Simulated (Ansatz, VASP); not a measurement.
## Two plane-wave programs on Yb

```
CELL_PARAMETERS angstrom
-2.04754 2.04754 2.04754
2.04754 -2.04754 2.04754
2.04754 2.04754 -2.04754
ATOMIC_POSITIONS crystal
Yb 0.00000 0.00000 0.00000
```

Alike in both runs: task single point; functional PBEsol; k mesh 13 × 13 × 13; occupations fermi-dirac, width 0.1 eV; no spin polarisation.

|  | VASP | Ansatz |
| --- | --- | --- |
| version | VASP 6.6.1 | Ansatz 0.2.0 |
| potentials or method | VASP PAW PBE potentials, release 64 (Yb), cutoff 520 eV | plane waves (420 eV) with PAW, scalar-relativistic |
| valence electrons in the cell | 24 | 24 |

```tsv
	VASP	Ansatz	Ansatz less VASP
pressure (GPa)	-2.4	-1.5	+0.87
```

VASP's potentials were made for PBE, not for PBEsol, and Ansatz warns of the same on its side.

Spin-orbit coupling is off throughout.
